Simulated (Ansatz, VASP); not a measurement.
Given: the input of a run of VASP 6.6.1 on SnO.

INCAR

```
SYSTEM = SnO
  ALGO = Normal
  EDIFF = 1E-6
  ENCUT = 520
  GGA = PE
  ISIF = 2
  ISMEAR = -1
  IVDW = 13
  LASPH = .TRUE.
  LCHARG = .FALSE.
  LREAL = .FALSE.
  LWAVE = .FALSE.
  NBANDS = 28
  NELM = 60
  PREC = Accurate
  SIGMA = 0.05
```

Contents of KPOINTS:

```
k-points
0
G
  7 7 6
  0 0 0
```

File POSCAR:

```
SnO
1.0
    3.8389522158      0.0000000000      0.0000000000
    0.0000000000      3.8389522158      0.0000000000
    0.0000000000      0.0000000000      4.9192779074
Sn O
2 2
Direct
    0.5000000000      0.0000000000      0.7646261400
    0.0000000000      0.5000000000      0.2353738600
    0.0000000000      0.0000000000      0.0000000000
    0.5000000000      0.5000000000      0.0000000000
```

Potentials or basis: VASP PAW PBE potentials, release 64 (Sn_d, O).

Launch:

```sh
$ cat potpaw_PBE.64/Sn_d/POTCAR potpaw_PBE.64/O/POTCAR > POTCAR
$ mpirun -np 1 vasp_std > vasp.out
```

Question: Set up the same calculation for Ansatz 0.2.0. Potentials there: Ansatz PAW.

Answer: As run (the cutoff follows the program's own potentials):

The input input.yaml:

```yaml
crystal:
  lattice:
    - [3.8389522158, 0.0, 0.0]
    - [0.0, 3.8389522158, 0.0]
    - [0.0, 0.0, 4.9192779074]
  atoms:
    - { symbol: Sn, position: [0.5, 0.0, 0.76462614] }
    - { symbol: Sn, position: [0.0, 0.5, 0.23537386] }
    - { symbol: O, position: [0.0, 0.0, 0.0] }
    - { symbol: O, position: [0.5, 0.5, 0.0] }
hamiltonian:
  xc: pbe
  pseudopotentials: { kind: paw }
  dispersion: d4
kpoints:
  mp_grid: { grid: [7, 7, 6] }
scf:
  occupations: { method: fermi_dirac, width: 0.05 }
output:
  forces: true
  stress: true
  eigenvalues: true
```

Potentials or basis: Ansatz PAW.

The run is started by

```console
$ ansatz run input.yaml --threads 2 --pin off --max-ram 5120MiB --backend cpu --events-out ev --progress --plain --runs-dir out
```

Both were run:

|  | VASP | Ansatz | Ansatz less VASP |
| --- | --- | --- | --- |
| gap on the k mesh at the Fermi level (eV) | 0.45 | 0.44 | -0.012 |
| least direct gap on the mesh (eV) | 2.02 | 2.05 | +0.028 |
| pressure (GPa) | -0.2 | -0.4 | -0.21 |
| traceless stress, the component that is largest in VASP (GPa) | -0.31 | -0.33 | -0.022 |
| rms of the force components (eV/Å) | 0.082 | 0.049 | -0.0327 |

Atom by atom the forces differ by 0.033 eV/Å (rms over components).

Noted on Ansatz's run: odd divisions of the mesh miss points on the zone boundary, where band edges often lie, so the gap on the mesh can be too wide.
